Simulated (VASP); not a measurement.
A run of VASP 6.6.1 is set up as follows.

File INCAR:

```
PREC = Accurate
ENCUT = 600
EDIFF = 1E-6
ISMEAR = -1
SIGMA = 0.08
LREAL = False
LASPH = True
NELM = 80
ALGO = Normal
ISIF = 3
LWAVE = False
LCHARG = False
GGA = CA
IBRION = 2
NSW = 100
EDIFFG = -0.002
PSTRESS = 100.0
```

File KPOINTS:

```
regular mesh
0
Gamma
  24 24 14
```

File POSCAR:

```
Be
1.0
    2.2280546683      0.0000000000      0.0000000000
   -1.1140273342      1.9295519438      0.0000000000
    0.0000000000      0.0000000000      3.5124917384
Be
2
Direct
    0.3333333333      0.6666666667      0.2500000000
    0.6666666667      0.3333333333      0.7500000000
```

Potentials or basis: VASP PAW LDA potentials, release 64 (Be).

Command:

```sh
$ cat potpaw_LDA.64/Be/POTCAR > POTCAR
$ mpirun -np 1 vasp_std > vasp.out
```

**Question.** Predict the relaxed cell.

**Answer.** a = 2.178 Å, b = 2.178 Å, c = 3.444 Å, α = 90.00°, β = 90.00°, γ = 120.00°.

**Question.** Estimate the relaxed volume.

**Answer.** 7.08 Å³/atom.

**Question.** What does it give for the band gap on the k mesh?

**Answer.** Zero (band 2 reaches 8.69 eV, above the bottom of band 3 at 6.54 eV).

**Question.** What does it give for the space group after relaxing (to 0.05 Å)?

**Answer.** P6_3/mmc (No. 194).

The path:
| step | energy change (eV) | largest force (eV/Å) | pressure (GPa) | volume (Å³) |
| --- | --- | --- | --- | --- |
| 1 | 0.0000 | 0.0000 | 0.44 | 15.10 |
| 2 | 0.0306 | 0.0000 | 10.20 | 14.14 |
| 3 | 0.0296 | 0.0000 | 10.00 | 14.15 |
| 4 | 0.0297 | 0.0000 | 10.01 | 14.15 |
| 5 | 0.0297 | 0.0000 | 10.01 | 14.15 |

Caveat: the cell is relaxed towards a set pressure, so the enthalpy falls and the energy may rise. LDA usually gives volumes a few per cent too small.
